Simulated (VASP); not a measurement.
Runs of VASP 6.6.1 on Rh. The structure is that of space group P6/mmm (No. 191), or close to it. The cells are those of the table. 

```tsv
cell	k mesh	gap on the mesh (eV)	pressure (GPa)
a = 4.251, b = 4.251, c = 2.606 Å, angles 90.0, 90.0, 120.0°, 3 atoms	9 × 9 × 12	none	0.9
a = 4.194, b = 4.194, c = 2.571 Å, angles 90.0, 90.0, 120.0°, 3 atoms	10 × 10 × 14	none	(b)
a = 4.362, b = 4.362, c = 2.674 Å, angles 90.0, 90.0, 120.0°, 3 atoms	10 × 10 × 14	none	-18.0
a = 4.135, b = 4.135, c = 2.535 Å, angles 90.0, 90.0, 120.0°, 3 atoms	10 × 10 × 14	none	31.6
a = 4.307, b = 4.307, c = 2.640 Å, angles 90.0, 90.0, 120.0°, 3 atoms	10 × 10 × 14	none	(a)
```

Alike in all rows: task single point; level LDA; potentials or basis VASP PAW LDA potentials, release 64 (Rh_pv); no spin polarisation; cutoff (eV) 520; smearing fermi-dirac 0.1 eV.

Task: Fill in the values left out.

Result: (a) -9.7; (b) 14.4.

A k mesh can miss the band edges, and the runs leave out spin-orbit coupling on Rh.

A gap of «none» marks levels without a gap at the run's occupations.
